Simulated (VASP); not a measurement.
Write the native input for VASP 6.6.1 that does the following.

```yaml
Task: relaxation of cell and atoms
Functional: PBE
Potentials_or_basis: VASP PAW PBE potentials, release 64 (In_d, Sb, As)
Cutoff: 500 eV
k_mesh: 6 × 6 × 6
Occupations: fermi-dirac, width 0.15 eV
Spin: no spin polarisation
Dipole_correction: no
Further_INCAR_settings: ALGO = Normal; EDIFF = 1e-07; IBRION = 2; EDIFFG = -0.001; NSW = 80; ISIF = 3
```

The structure of In4Sb3As lies in POSCAR:

```
In4Sb3As
1.0
    6.5261801935      0.0000000000      0.0000000000
    0.0000000000      6.5261801935      0.0000000000
    0.0000000000      0.0000000000      6.5261801935
In Sb As
4 3 1
Direct
    0.2416652626      0.7583347374      0.2416652626
    0.2416652626      0.2416652626      0.7583347374
    0.7583347374      0.7583347374      0.7583347374
    0.7583347374      0.2416652626      0.2416652626
    0.0000000000      0.5000000000      0.5000000000
    0.5000000000      0.5000000000      0.0000000000
    0.5000000000      0.0000000000      0.5000000000
    0.0000000000      0.0000000000      0.0000000000
```

One way to write it, as run:

INCAR

```
SYSTEM = In4Sb3As
PREC = Accurate
ENCUT = 500
EDIFF = 1E-7
ISMEAR = -1
SIGMA = 0.15
LREAL = .False.
LASPH = .True.
NELM = 120
ALGO = Normal
ISIF = 3
LWAVE = .False.
LCHARG = .False.
GGA = PE
IBRION = 2
NSW = 80
EDIFFG = -0.001
GGA_COMPAT = .False.
NELMIN = 4
```

KPOINTS

```
regular mesh
0
Gamma
  6 6 6
  0 0 0
```

Potentials or basis: VASP PAW PBE potentials, release 64 (In_d, Sb, As).

Launch:

```sh
$ cat potpaw_PBE.64/In_d/POTCAR potpaw_PBE.64/Sb/POTCAR potpaw_PBE.64/As/POTCAR > POTCAR
$ mpirun -np 1 vasp_std > vasp.out
```

Results of the run:

```
Energy gained by relaxing : 0.0 meV/atom
Ionic steps               : 4
Pressure after relaxing   : 0.0 GPa
Band gap on the k mesh    : zero (bands 36 and 37 overlap by 0.01 eV)
```

Caveat: semilocal functionals underestimate gaps, and a narrow one can read as zero; spin-orbit coupling is left out, which moves the levels of the heavy elements.

It took 16 min on 1 thread of Oxide Virtual Turin-like Processor (shared host), peak memory 0.43 GiB.
